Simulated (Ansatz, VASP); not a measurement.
# One calculation of LiTlSe2, two programs

```
Li Se Tl
1.0
     4.26392    0.00000    0.00000
     0.00000    4.26392    0.00000
     0.00000    0.00000    5.98025
Li Se Tl
1 2 1
Cartesian
  0.0000 0.0000 0.0000
  0.0000 2.1320 1.3708
  2.1320 0.0000 4.6095
  2.1320 2.1320 2.9901
```

Alike in both runs: task single point; functional PBE-based screened hybrid; k mesh 4 × 4 × 2; no spin polarisation.

|  | VASP | Ansatz |
| --- | --- | --- |
| version | VASP 6.6.1 | Ansatz 0.2.0 |
| potentials or method | VASP PAW PBE potentials, release 64 (Li_sv, Se, Tl_d) | plane waves |
| plane-wave cutoff (eV) | 650 | 420 |
| occupations | gaussian, width 0.01 eV | fixed |
| valence electrons in the cell | 28 | 48 |

|  | VASP | Ansatz | Ansatz less VASP |
| --- | --- | --- | --- |
| gap on the k mesh at the Fermi level (eV) | 1.66 | 1.66 | -0.004 |
| pressure (GPa) | -1.8 | -1.6 | +0.18 |
| rms of the force components (eV/Å) | 0.151 | 0.148 | -0.0030 |

VASP's potentials were made for PBE, not for PBE-based screened hybrid. VASP's potentials hold 28 valence electrons a cell and Ansatz's 48, so a difference there can come from the potentials and not from the codes. Ansatz's warnings: stress exchange threshold loose, stress scf threshold loose.

The k mesh is coarse, so the values compare programs but aren't converged. Spin-orbit coupling is off throughout.
